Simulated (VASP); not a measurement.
Input of a VASP 6.6.1 run:

INCAR

```
SYSTEM = Al
PREC = Accurate ; ENCUT = 520
EDIFF = 1E-7 ; ISMEAR = -1
SIGMA = 0.05 ; LREAL = .FALSE.
LASPH = .TRUE. ; NELM = 60
ALGO = Fast ; ISIF = 2
LWAVE = .FALSE. ; LCHARG = .FALSE.
GGA = PS ; NBANDS = 8
```

File KPOINTS:

```
regular mesh
0
G
  11 11 11
  0 0 0
```

File POSCAR:

```
Al
1.0
    0.0000000000      1.9729089815      1.9729089815
    1.9729089815      0.0000000000      1.9729089815
    1.9729089815      1.9729089815      0.0000000000
Al
1
Direct
    0.0000000000      0.0000000000      0.0000000000
```

Potentials or basis: VASP PAW PBE potentials, release 64 (Al).

Run with:

```bash
$ cat potpaw_PBE.64/Al/POTCAR > POTCAR
$ mpirun -np 1 vasp_std > vasp.out
```

Task: Predict the pressure.

Result: 5.1 GPa.

Caveat: the PAW data sets were made with another functional, which shifts forces and pressure a little.
